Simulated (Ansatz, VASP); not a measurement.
**MnSi: VASP beside Ansatz**

Contents of POSCAR:

```
MnSi
1.0
    4.5472729200      0.0000000000      0.0000000000
    0.0000000000      4.5472729200      0.0000000000
    0.0000000000      0.0000000000      4.5472729200
Mn Si
4 4
Direct
    0.1395000000      0.1395000000      0.1395000000
    0.3605000000      0.8605000000      0.6395000000
    0.6395000000      0.3605000000      0.8605000000
    0.8605000000      0.6395000000      0.3605000000
    0.8474000000      0.8474000000      0.8474000000
    0.6526000000      0.1526000000      0.3474000000
    0.3474000000      0.6526000000      0.1526000000
    0.1526000000      0.3474000000      0.6526000000
```

File INCAR.step1:

```
SYSTEM = MnSi
  ALGO = Normal
  EDIFF = 1E-4
  ENCUT = 520
  GGA = PE
  ISMEAR = -1
  ISPIN = 2
  LASPH = .True.
  LCHARG = .False.
  LMAXMIX = 4
  LREAL = .False.
  LWAVE = .True.
  MAGMOM = 2.38 2.38 2.38 2.38 -0.14 -0.14 -0.14 -0.14
  NBANDS = 48
  NELM = 150
  PREC = Accurate
  SIGMA = 0.1
```

File INCAR.step2:

```
SYSTEM = MnSi
  ALGO = Normal
  EDIFF = 1E-6
  ENCUT = 520
  ISIF = 2
  ISMEAR = -1
  ISPIN = 2
  ISTART = 1
  LASPH = .True.
  LCHARG = .False.
  LMAXMIX = 4
  LMIXTAU = .True.
  LORBIT = 11
  LREAL = .False.
  LWAVE = .False.
  MAGMOM = 2.38 2.38 2.38 2.38 -0.14 -0.14 -0.14 -0.14
  METAGGA = R2SCAN
  NBANDS = 48
  NELM = 150
  PREC = Accurate
  SIGMA = 0.1
```

The input KPOINTS:

```
k-points
0
Gamma
  5 5 5
  0 0 0
```

Input for Ansatz:

```yaml
crystal:
  lattice:
    - [4.54727292, 0.0, 0.0]
    - [0.0, 4.54727292, 0.0]
    - [0.0, 0.0, 4.54727292]
  atoms:
    - { symbol: Mn, position: [0.1395, 0.1395, 0.1395] }
    - { symbol: Mn, position: [0.3605, 0.8605, 0.6395] }
    - { symbol: Mn, position: [0.6395, 0.3605, 0.8605] }
    - { symbol: Mn, position: [0.8605, 0.6395, 0.3605] }
    - { symbol: Si, position: [0.8474, 0.8474, 0.8474] }
    - { symbol: Si, position: [0.6526, 0.1526, 0.3474] }
    - { symbol: Si, position: [0.3474, 0.6526, 0.1526] }
    - { symbol: Si, position: [0.1526, 0.3474, 0.6526] }
kpoints:
  mp_grid: { grid: [5, 5, 5], shift: [0, 0, 0] }
  band_path:
    path:
      - [0.0, 0.0, 0.0]
      - [0.0, 0.5, 0.0]
      - [0.5, 0.5, 0.0]
      - [0.0, 0.0, 0.0]
      - [0.5, 0.5, 0.5]
      - [0.0, 0.5, 0.0]
      - [0.5, 0.5, 0.5]
      - [0.5, 0.5, 0.0]
      - [0.5, 0.0, 0.0]
    npoints: 7
magnetization:
  spin_polarized: true
scf:
  occupations: { method: fermi_dirac }
  lower_state_search: "off"
  max_iter: 200
hamiltonian:
  pseudopotentials: { kind: paw }
  xc: r2scan
basis:
  ecutwfc: 500
  fft_grid_basis: typed
output:
  forces: true
  stress: true
  eigenvalues: true
  bader: true
  populations: true
  elf: true
  write_potential: true
  volumetric_format: npy
  dos:
    e_range: [-12, 8]
    de: 0.05
    projected: { site_lists: { Mn: [Mn], Si: [Si] } }
checkpoint:
  read: saved_state
```

Alike in both runs: task single point; functional r2SCAN; k mesh 5 × 5 × 5; collinear spin.

|  | VASP | Ansatz |
| --- | --- | --- |
| version | VASP 6.6.1 | Ansatz 0.2.0 |
| potentials or method | VASP PAW PBE potentials, release 64 (Mn_pv, Si), cutoff 520 eV | PAW plane waves |
| occupations | fermi-dirac, width 0.1 eV | fermi-dirac |
| valence electrons in the cell | 68 | 76 |

Ansatz gave:

- pressure (GPa): 1.0
- rms of the force components (eV/Å): 0.108
- net moment per atom (μB): 1.01
- size of the moment on the site where the two differ most (μB): 2.17

Task: Estimate VASP's values.

Result: Pressure (GPa): 1.2; rms of the force components (eV/Å): 0.112; net moment per atom (μB): 1.01; size of the moment on the site where the two differ most (μB): 2.25.

VASP's potentials were made for PBE, not for r2SCAN. Site moments also hang on the region over which each program counts them. Atom by atom the forces differ by 0.015 eV/Å (rms over components). VASP's potentials hold 68 valence electrons a cell and Ansatz's 76, so a difference there can come from the potentials and not from the codes.
